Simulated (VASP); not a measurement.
Crystal: NaI (rocksalt type).

```
Na I
1.0
     0.00000    2.94459    2.94459
     2.94459    0.00000    2.94459
     2.94459    2.94459    0.00000
Na I
1 1
Direct
  0.00000 0.00000 0.00000
  0.50000 0.50000 0.50000
```

* Program: VASP 6.6.1
* Task: relaxation of cell and atoms
* Functional: PBE
* Potentials or basis: VASP PAW PBE potentials, release 64 (Na_pv, I)
* Cutoff: 600 eV
* k mesh: 11 × 11 × 11
* Occupations: fermi-dirac, width 0.08 eV
* Spin: no spin polarisation

At the start: pressure 9.8 GPa; volume 25.53 Å³/atom.

Task: Where does the relaxation end?

Result: Over 9 steps the energy falls by 210.7 meV/atom and the volume is 34.81 Å³/atom (+36.3 %); space group Fm-3m (No. 225, to 0.1 Å) before and after.

The path:
```
step  energy change (eV)  largest force (eV/Å)  pressure (GPa)  volume (Å³)
   1              0.0000                0.0000            9.77        51.06
   2             -0.3909                0.0000            1.75        63.46
   3             -0.4178                0.0000            0.54        67.35
   4             -0.4214                0.0000            0.06        69.28
   5             -0.4214                0.0000           -0.03        69.68
   6             -0.4214                0.0000            0.03        69.62
   7             -0.4214                0.0000           -0.02        69.63
   8             -0.4214                0.0000           -0.03        69.62
   9             -0.4214                0.0000           -0.02        69.62
```

Final structure:
```
CELL_PARAMETERS angstrom
0.00000 3.26513 3.26513
3.26513 0.00000 3.26513
3.26513 3.26513 0.00000
ATOMIC_POSITIONS crystal
Na 0.00000 0.00000 0.00000
I 0.50000 0.50000 0.50000
```

Caveat: the volume moved by over 15 % at a fixed basis, so the end points are rough.
